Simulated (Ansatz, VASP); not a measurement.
**One calculation of AlP, two programs**

Contents of INCAR:

```
SYSTEM = AlP
PREC = Accurate
ENCUT = 500
EDIFF = 1E-6
ISMEAR = 0
SIGMA = 0.05
LREAL = .False.
LASPH = .True.
NELM = 120
ALGO = Normal
ISIF = 2
LWAVE = .False.
LCHARG = .False.
GGA = PS
NBANDS = 11
GGA_COMPAT = .False.
```

File KPOINTS:

```
regular mesh
0
Gamma
  10 10 10
  0 0 0
```

POSCAR

```
AlP
1.0
    0.0000000000      2.7381961063      2.7381961063
    2.7381961063      0.0000000000      2.7381961063
    2.7381961063      2.7381961063      0.0000000000
Al P
1 1
Direct
    0.0000000000      0.0000000000      0.0000000000
    0.7500000000      0.7500000000      0.7500000000
```

Input for Ansatz:

```yaml
crystal:
  lattice:
    - [0.0, 2.7381961063, 2.7381961063]
    - [2.7381961063, 0.0, 2.7381961063]
    - [2.7381961063, 2.7381961063, 0.0]
  atoms:
    - { symbol: Al, position: [0.0, 0.0, 0.0] }
    - { symbol: P, position: [0.75, 0.75, 0.75] }
basis:
  ecutwfc: 420
  ecutrho_ratio: 4
kpoints:
  mp_grid: { grid: [10, 10, 10] }
hamiltonian:
  xc: pbesol
scf:
  occupations: { method: gaussian, width: 0.05 }
output:
  forces: true
  stress: true
  eigenvalues: true
```

Alike in both runs: task single point; functional PBEsol; k mesh 10 × 10 × 10; occupations gaussian, width 0.05 eV; no spin polarisation.

```csv
,VASP,Ansatz
version,VASP 6.6.1,Ansatz 0.2.0
potentials or method,"VASP PAW PBE potentials, release 64 (Al, P), cutoff 500 eV","scalar-relativistic, plane waves, PAW"
valence electrons in the cell,8,8
```

|  | VASP | Ansatz | Ansatz less VASP |
| --- | --- | --- | --- |
| gap on the k mesh at the Fermi level (eV) | 1.46 | 1.46 | +0.003 |
| least direct gap on the mesh (eV) | 3.13 | 3.12 | -0.006 |
| pressure (GPa) | -0.2 | -0.3 | -0.03 |

VASP's potentials were made for PBE, not for PBEsol. The functional is the same, so the differences come from potentials, cutoffs and numerics.
